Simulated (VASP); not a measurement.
# BN (P1) in VASP: relaxation of cell and atoms with PBE

Aim: the relaxation of cell and atoms of BN with PBE.

All numbers are computed with VASP 6.6.1; they aren't measurements. Logs are shortened: lines on timing, memory, paths and dates and some standing lists are left out, and cuts for length are marked.

**1. The cell of the first run**

The typed cell holds 8 atoms: a = 2.553 Å, b = 4.392 Å, c = 8.390 Å, α = 100.71°, β = 91.84°, γ = 89.74°.

**2. Relaxation of cell and atoms, PBE**

Contents of INCAR:

```
SYSTEM = BN
PREC = Accurate
ENCUT = 1330
EDIFF = 1E-7
ISMEAR = 0
SIGMA = 0.1
LREAL = .FALSE.
LASPH = .TRUE.
NELM = 120
ALGO = Normal
ISIF = 3
LWAVE = .FALSE.
LCHARG = .FALSE.
GGA = PE
IBRION = 2
NSW = 80
EDIFFG = -0.025
GGA_COMPAT = .FALSE.
NELMIN = 4
```

Contents of KPOINTS:

```
Automatic mesh
0
G
  6 4 2
  0 0 0
```

Contents of POSCAR:

```
BN
1.0
    2.2079058871     -1.2811999546      0.0265211361
   -2.1875518458     -3.8087253648      0.0383704412
    0.5875954097      1.3777890239     -8.2549354945
B N
4 4
Direct
    0.9674156857      1.0252612386      0.9925345534
    0.5019671236      1.0224469346      0.4996729560
    0.4871549100      0.4880060183      0.9809689643
    1.0673351568      0.5107999846      0.4988295438
   -0.0010376362      0.6439989807      1.0053151335
    0.5016220573      0.6096408150      0.5095001976
    0.4863078477      0.2006069662      1.0105443188
   -0.0107651647      0.1641051019      0.4972324326
```

Potentials or basis: VASP PAW PBE potentials, release 64 (B_h, N_h).

On the command line:

```
cat potpaw_PBE.64/B_h/POTCAR potpaw_PBE.64/N_h/POTCAR > POTCAR
mpirun -np 1 vasp_std > vasp.out
```

OUTCAR:

```text
SYSTEM = BN
   PREC = Accurate
   ENCUT = 1330
   EDIFF = 1E-7
   ISMEAR = 0
   LREAL = .FALSE.
   LASPH = .TRUE.
   NELM = 120
   ISIF = 3
   GGA = PE
   IBRION = 2
   NSW = 80
   EDIFFG = -0.025
   NELMIN = 4

 ion  position               nearest neighbor table
   1  0.967  0.025  0.993-   7 1.44
   2  0.502  0.022  0.500-   8 1.40   8 1.45
   3  0.487  0.488  0.981-   7 1.33   5 1.42
   4  0.067  0.511  0.499-   6 1.19
   5  0.999  0.644  0.005-   3 1.42
   6  0.502  0.610  0.510-   4 1.19
   7  0.486  0.201  0.011-   3 1.33   1 1.44
   8  0.989  0.164  0.497-   2 1.40   2 1.45

  LATTYP: Found a triclinic cell.
 ALAT       =     8.3897277058
 B/A-ratio  =     0.5235459034
 C/A-ratio  =     0.3042823986
 COS(alpha) =     0.0045346606
 COS(beta)  =     0.0320668682
 COS(gamma) =     0.1858766846

  Lattice vectors:

 A1 = (  -0.5875954097,  -1.3777890239,   8.2549354945)
 A2 = (  -2.1875518458,  -3.8087253648,   0.0383704412)
 A3 = (   2.2079058871,  -1.2811999546,   0.0265211361)

Analysis of symmetry for initial positions (statically):
=====================================================================
 Subroutine PRICEL returns:
 Original cell was already a primitive cell.

 Routine SETGRP: Setting up the symmetry group for a
 triclinic supercell.

 Subroutine GETGRP returns: Found  1 space group operations
 (whereof  1 operations were pure point group operations)
 out of a pool of  2 trial point group operations.

The static configuration has the point symmetry C_1 .

Analysis of symmetry for dynamics (positions and initial velocities):
=====================================================================
 Subroutine PRICEL returns:
 Original cell was already a primitive cell.

 Routine SETGRP: Setting up the symmetry group for a
 triclinic supercell.

 Subroutine GETGRP returns: Found  1 space group operations
 (whereof  1 operations were pure point group operations)
 out of a pool of  2 trial point group operations.

The dynamic configuration has the point symmetry C_1 .

 Subroutine INISYM returns: Found  1 space group operations
 (whereof  1 operations are pure point group operations),
 and found     1 'primitive' translations

----------------------------------------------------------------------------------------

                                     Primitive cell

  volume of cell :      92.3881

  direct lattice vectors                    reciprocal lattice vectors
     2.207905887 -1.281199955  0.026521136     0.339739689 -0.195215039 -0.008399297
    -2.187551846 -3.808725365  0.038370441    -0.114080478 -0.197446400 -0.041075142
     0.587595410  1.377789024 -8.254935494     0.000561236 -0.001544946 -0.121357560

  length of vectors
     2.552846470  4.392407571  8.389727706     0.391921569  0.231703698  0.121368691

  position of ions in fractional coordinates (direct lattice)
     0.967415686  0.025261239  0.992534553
     0.501967124  0.022446935  0.499672956
     0.487154910  0.488006018  0.980968964
     0.067335157  0.510799985  0.498829544
     0.998962364  0.643998981  0.005315133
     0.501622057  0.609640815  0.509500198
     0.486307848  0.200606966  0.010544319
     0.989234835  0.164105102  0.497232433

  ion indices of the primitive-cell ions
   primitive index   ion index
                 1           1
                 2           2
                 3           3
                 4           4
                 5           5
                 6           6
                 7           7
                 8           8

----------------------------------------------------------------------------------------

 KPOINTS: Automatic mesh

Automatic generation of k-mesh.
 Grid dimensions read from file:
 generate k-points for:    6    4    2

 Generating k-lattice:

  Cartesian coordinates                     Fractional coordinates (reciprocal lattice)
     0.056623282 -0.032535840 -0.001399883     0.166666667 -0.000000000  0.000000000
    -0.028520120 -0.049361600 -0.010268786     0.000000000  0.250000000 -0.000000000
     0.000280618 -0.000772473 -0.060678780     0.000000000  0.000000000  0.500000000

  Length of vectors
     0.065320261  0.057925924  0.060684346

  Shift w.r.t. Gamma in fractional coordinates (k-lattice)
     0.000000000  0.000000000  0.000000000

 Subroutine IBZKPT returns following result:
 ===========================================

 Found     28 irreducible k-points:

 Following reciprocal coordinates:
            Coordinates               Weight
  0.000000  0.000000  0.000000      1.000000
  0.166667  0.000000  0.000000      2.000000
  0.333333 -0.000000  0.000000      2.000000
  0.500000 -0.000000 -0.000000      1.000000
  0.000000  0.250000  0.000000      2.000000
  0.166667  0.250000  0.000000      2.000000
[... 16 lines left out ...]
 -0.333333  0.250000  0.500000      2.000000
 -0.166667  0.250000  0.500000      2.000000
 [... further k-points ...]
   k-points           NKPTS =     28   k-points in BZ     NKDIM =     28   number of bands    NBANDS=     21
   number of dos      NEDOS =    301   number of ions     NIONS =      8
   total plane-waves  NPLWV = 162000
   dimension x,y,z NGX =    30 NGY =   54 NGZ =  100
   dimension x,y,z NGXF=    60 NGYF=  108 NGZF=  200
   ions per type =               4   4
   NGX,Y,Z   is equivalent  to a cutoff of  19.54, 20.44, 19.82 a.u.
   NGXF,Y,Z  is equivalent  to a cutoff of  39.07, 40.88, 39.63 a.u.
 SYSTEM =  BN
   PREC   = accura    normal or accurate (medium, high low for compatibility)
   ISTART =      0    job   : 0-new  1-cont  2-samecut
   ICHARG =      2    charge: 1-file 2-atom 10-const
   ISPIN  =      1    spin polarized calculation?
   LNONCOLLINEAR =      F non collinear calculations
   LSORBIT =      F    spin-orbit coupling
   LASPH  =      T    aspherical Exc in radial PAW
   ENCUT  = 1330.0 eV  97.75 Ry    9.89 a.u.   7.59 13.06 24.95*2*pi/ulx,y,z
   NELM   =    120;   NELMIN=  4; NELMDL= -5     # of ELM steps
   EDIFF  = 0.1E-06   stopping-criterion for ELM
   LREAL  =      F    real-space projection
   EDIFFG = -.3E-01   stopping-criterion for IOM
   NSW    =     80    number of steps for IOM
   IBRION =      2    ionic relax: 0-MD 1-quasi-New 2-CG
   NFREE  =      1    steps in history (QN), initial steepest desc. (CG)
   ISIF   =      3    stress and relaxation
   ISYM   =      2    0-nonsym 1-usesym 2-fastsym
   POTIM  = 0.5000    time-step for ionic-motion
   TEBEG  =    0.0;   TEEND  =   0.0 temperature during run
   PSTRESS=    0.0 pullay stress
   NELECT =      32.0000    total number of electrons
   NUPDOWN=      -1.0000    fix difference up-down
   EMIN   =  10.00;   EMAX   =-10.00  energy-range for DOS
   EFERMI =   0.00;   METHOD = LEGACY
   ISMEAR =     0;   SIGMA  =   0.10  broadening in eV -4-tet -1-fermi 0-gaus
   EFERMI_NEDOS =   21; number of points for ismear=-14 and -15
   IALGO  =     38    algorithm
   IMIX   =      4    mixing-type and parameters
     AMIX     =   0.40;   BMIX     =  1.00
     AMIX_MAG =   1.60;   BMIX_MAG =  1.00
  volume/ion in A,a.u.               =      11.55        77.93
  Fermi-wavevector in a.u.,A,eV,Ry     =   1.149704  2.172626 17.984447  1.321820
  Thomas-Fermi vector in A             =   2.286372
   LORBIT       =      0    0 simple, 1 ext, 2 COOP (PROOUT), +10 PAW based schemes
   GGA     = PE    functional components
   LHFCALC =     F    Hartree Fock is set to
   AEXX    =    0.0000 exact exchange contribution
   IVDW    =     0    specifies the selected vdW correction
   LEPSILON=     F    determine dielectric tensor
   LRPA    =     F    only Hartree local field effects (RPA)
 conjugate gradient relaxation of ions
 non-spin polarized calculation
 Gauss-broadening in eV      SIGMA  =   0.10
  energy-cutoff  :     1330.00
  volume of cell :       92.39
 maximum number of plane-waves:     10230
   NGX = 15   NGY = 27   NGZ = 49

--------------------------------------- Ionic step        1  -------------------------------------------

 number of electron      32.0000000 magnetization

 Free energy of the ion-electron system (eV)
  ---------------------------------------------------
  ext. energy  EPLUGINS =         0.00000000
  ---------------------------------------------------
  free energy    TOTEN  =       -65.73750735 eV

  energy without entropy =      -65.73750735  energy(sigma->0) =      -65.73750735

------------------------ aborting loop because EDIFF is reached ----------------------------------------

  FORCE on cell =-STRESS in cart. coord.  units (eV):
  Direction    XX          YY          ZZ          XY          YZ          ZX
  --------------------------------------------------------------------------------------
  -------------------------------------------------------------------------------------
  Total        4.4589606      7.5959728     -0.7447431     -3.2371466      0.3305865     -0.5604071
  in kB       77.3264412    131.7279065    -12.9151929    -56.1379759      5.7329684     -9.7184720
  external PRESSURE =      65.3797182 kB  Pullay stress =       0.0000000 kB
[... 107 lines left out ...]
  FREE ENERGIE OF THE ION-ELECTRON SYSTEM (eV)
  ---------------------------------------------------
  free  energy   TOTEN  =       -67.6345383394 eV

  energy  without entropy=      -67.6345383394  energy(sigma->0) =      -67.63453834

[... ionic steps 4 to 23 ...]

--------------------------------------- Ionic step       24  -------------------------------------------

 number of electron      32.0000000 magnetization

------------------------ aborting loop because EDIFF is reached ----------------------------------------
[... 79 lines left out ...]
--------------------------------------- Ionic step       26  -------------------------------------------

 number of electron      32.0000000 magnetization

 Free energy of the ion-electron system (eV)
  ---------------------------------------------------
  ext. energy  EPLUGINS =         0.00000000
  ---------------------------------------------------
  free energy    TOTEN  =       -70.50831248 eV

  energy without entropy =      -70.50831248  energy(sigma->0) =      -70.50831248

 E-fermi :   2.0854     XC(G=0):  -8.7541

 val. band max:        1.6322747617   @ k =   0.3333  -0.0000   0.5000
 cond. band min:       6.0535213712   @ k =   0.0000   0.0000   0.0000
 fundamental gap:      4.4212466095
 Fermi energy:         2.0853849316

 k-point     1 :       0.0000    0.0000    0.0000
  band No.  band energies     occupation
      1     -16.0220      2.00000
      2     -15.9735      2.00000
      3     -12.9434      2.00000
      4     -12.9335      2.00000
      5      -7.2455      2.00000
      6      -7.2237      2.00000
[... 565 lines left out ...]
     20       8.6805      0.00000
     21      11.0835      0.00000

 [... further k-points ...]

------------------------ aborting loop because EDIFF is reached ----------------------------------------

  FORCE on cell =-STRESS in cart. coord.  units (eV):
  Direction    XX          YY          ZZ          XY          YZ          ZX
  --------------------------------------------------------------------------------------
  -------------------------------------------------------------------------------------
  Total        0.0132664      0.0122317     -0.0290661     -0.0038223      0.0030871     -0.0072931
  in kB        0.2374652      0.2189445     -0.5202749     -0.0684182      0.0552574     -0.1305443
  external PRESSURE =      -0.0212884 kB  Pullay stress =       0.0000000 kB
[... 23 lines left out ...]
  FREE ENERGIE OF THE ION-ELECTRON SYSTEM (eV)
  ---------------------------------------------------
  free  energy   TOTEN  =       -70.5083124793 eV

  energy  without entropy=      -70.5083124793  energy(sigma->0) =      -70.50831248

 reached required accuracy - stopping structural energy minimisation
```

Wall time 40 min (1 thread of Intel Xeon 6975P-C (Granite Rapids), shared host); peak memory 0.53 GiB.

What came out:

| Quantity | Value |
| --- | --- |
| Free energy | -70.5083 eV |
| Relaxed volume | 11.19 Å³/atom |
| Relaxed cell | a = 2.511 Å, b = 4.350 Å, c = 8.338 Å, α = 100.52°, β = 91.77°, γ = 90.00° |
| Space group after relaxing (to 0.1 Å) | Cc (No. 9) |
| Pressure after relaxing | 0.0 GPa |
| Largest force after relaxing | 0.023 eV/Å |
| Band gap on the k mesh | 4.42 eV (least direct gap 4.61 eV) |

Forces on the atoms (eV/Å):
```
B    0.001  0.005  0.008
B   -0.008  0.021  0.005
B    0.001 -0.003 -0.006
B    0.003 -0.020 -0.006
N    0.003  0.000  0.000
N   -0.014 -0.013  0.004
N   -0.003  0.000 -0.005
N    0.017  0.011  0.000
```

Final structure:
```cif
data_structure
_symmetry_space_group_name_H-M 'P 1'
_symmetry_Int_Tables_number 1
_cell_length_a 2.5113
_cell_length_b 4.3500
_cell_length_c 8.3378
_cell_angle_alpha 100.517
_cell_angle_beta 91.772
_cell_angle_gamma 90.002
_cell_volume 89.51
loop_
_atom_site_label
_atom_site_type_symbol
_atom_site_fract_x
_atom_site_fract_y
_atom_site_fract_z
_atom_site_occupancy
B1 B 0.98510 0.00618 0.99746 1
B2 B 0.51517 0.99352 0.50130 1
B3 B 0.48496 0.50612 0.99736 1
B4 B 0.01478 0.49339 0.50123 1
N1 N 0.98497 0.67277 0.99739 1
N2 N 0.51491 0.66002 0.50128 1
N3 N 0.48510 0.17274 0.99735 1
N4 N 0.01501 0.16012 0.50123 1
```

A k mesh can miss the band edges.
